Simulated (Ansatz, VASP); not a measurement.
## Mg5CdSe6 in VASP and in Ansatz

INCAR

```
PREC = Accurate
ENCUT = 600
EDIFF = 1E-6
ISMEAR = 0
SIGMA = 0.02
LREAL = False
LASPH = True
NELM = 80
ALGO = Normal
ISIF = 3
LWAVE = False
LCHARG = False
GGA = PE
IBRION = 2
NSW = 100
EDIFFG = -0.01
```

The input KPOINTS:

```
Automatic mesh
0
Gamma
  12 12 2
```

POSCAR

```
Mg5CdSe6
1.0
    3.9283410836      0.0000000000      0.0000000000
   -1.9641705418      3.4020431731      0.0000000000
    0.0000000000      0.0000000000     19.2268289466
Mg Cd Se
5 1 6
Direct
    0.3333333333      0.6666666667      0.8290880039
    0.6666666667      0.3333333333      0.6646758401
    0.0000000000      0.0000000000      0.5000000000
    0.3333333333      0.6666666667      0.3353241599
    0.6666666667      0.3333333333      0.1709119961
    0.0000000000      0.0000000000      0.0000000000
    0.0000000000      0.0000000000      0.7468221885
    0.3333333333      0.6666666667      0.5823510022
    0.6666666667      0.3333333333      0.4176489978
    0.0000000000      0.0000000000      0.2531778115
    0.3333333333      0.6666666667      0.0893086958
    0.6666666667      0.3333333333      0.9106913042
```

Input for Ansatz:

```yaml
crystal:
  lattice:
    - [3.9283410836, 0.0, 0.0]
    - [-1.9641705418, 3.4020431731, 0.0]
    - [0.0, 0.0, 19.2268289466]
  atoms:
    - { symbol: Mg, position: [0.3333333333, 0.6666666667, 0.8290880039] }
    - { symbol: Mg, position: [0.6666666667, 0.3333333333, 0.6646758401] }
    - { symbol: Mg, position: [0.0, 0.0, 0.5] }
    - { symbol: Mg, position: [0.3333333333, 0.6666666667, 0.3353241599] }
    - { symbol: Mg, position: [0.6666666667, 0.3333333333, 0.1709119961] }
    - { symbol: Cd, position: [0.0, 0.0, 0.0] }
    - { symbol: Se, position: [0.0, 0.0, 0.7468221885] }
    - { symbol: Se, position: [0.3333333333, 0.6666666667, 0.5823510022] }
    - { symbol: Se, position: [0.6666666667, 0.3333333333, 0.4176489978] }
    - { symbol: Se, position: [0.0, 0.0, 0.2531778115] }
    - { symbol: Se, position: [0.3333333333, 0.6666666667, 0.0893086958] }
    - { symbol: Se, position: [0.6666666667, 0.3333333333, 0.9106913042] }
basis:
  ecutwfc: 420
kpoints:
  mp_grid: { grid: [12, 12, 2] }
hamiltonian:
  xc: pbe
scf:
  occupations: { method: gaussian, width: 0.02 }
output:
  forces: true
  stress: true
  eigenvalues: true
relax:
  adjacent_minimum: "off"
  f_tol: 0.01
  max_steps: 80
  cell: { stress_tol: 0.05 }
```

Alike in both runs: task relaxation of cell and atoms; functional PBE; k mesh 12 × 12 × 2; occupations gaussian, width 0.02 eV; no spin polarisation.

```csv
,VASP,Ansatz
version,VASP 6.6.1,Ansatz 0.2.0
potentials or method,"VASP PAW PBE potentials, release 64 (Mg, Cd, Se), cutoff 600 eV","scalar-relativistic, plane waves, PAW"
valence electrons in the cell,58,166
```

Ansatz gave:

- gap on the k mesh at the Fermi level, each at its own relaxed structure (eV): 1.10
- relaxed volume (Å³/atom): 21.37
- relaxed cell length with the largest relative difference (Å): 19.238

Question: Estimate VASP's values.

Answer: gap on the k mesh at the Fermi level, each at its own relaxed structure (eV): 1.09; relaxed volume (Å³/atom): 21.35; relaxed cell length with the largest relative difference (Å): 19.227.

VASP's potentials hold 58 valence electrons a cell and Ansatz's 166, so a difference there can come from the potentials and not from the codes.
